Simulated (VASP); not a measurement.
# PtPb: single point with LDA

The system is PtPb.

```
CELL_PARAMETERS angstrom
4.25000 0.00000 0.00000
-2.12500 3.68061 0.00000
0.00000 0.00000 5.45600
ATOMIC_POSITIONS crystal
Pt 0.33333 0.66667 0.25000
Pt 0.66667 0.33333 0.75000
Pb 0.00000 0.00000 0.00000
Pb 0.00000 0.00000 0.50000
```

```yaml
Program: VASP 6.6.1
Task: single point
Functional: LDA
Potentials_or_basis: VASP PAW LDA potentials, release 64 (Pt, Pb_d)
Cutoff: 520 eV
k_mesh: 10 × 10 × 7
Occupations: fermi-dirac, width 0.05 eV
Spin: no spin polarisation
```

The pressure is 6.9 GPa and the band gap on the k mesh is zero (band 24 reaches 10.80 eV, above the bottom of band 25 at 7.94 eV).

Stress tensor (GPa, compression positive):
```
-1.92  0.00  0.00
 0.00 -1.92  0.00
 0.00  0.00 24.43
```

Levels at points of the mesh, in eV from the Fermi level:
```tsv
k point	band 20	band 21	band 22	band 23	band 24	band 25	band 26	band 27	band 28	band 29
(0.00, 0.00, 0.00)	-2.64	-2.64	-2.33	-1.36	1.98	3.30	3.30	5.34	5.56	5.56
(0.50, 0.00, 0.00)	-2.20	-2.04	-1.80	-0.94	-0.84	-0.17	0.77	0.79	5.54	6.83
```

Run time: 2.4 min on 1 thread of AMD EPYC 7R43 64-Core Processor (Zen 3) (shared host), peak memory 0.22 GiB.

Caveat: spin-orbit coupling is left out, which moves the levels of the heavy elements.
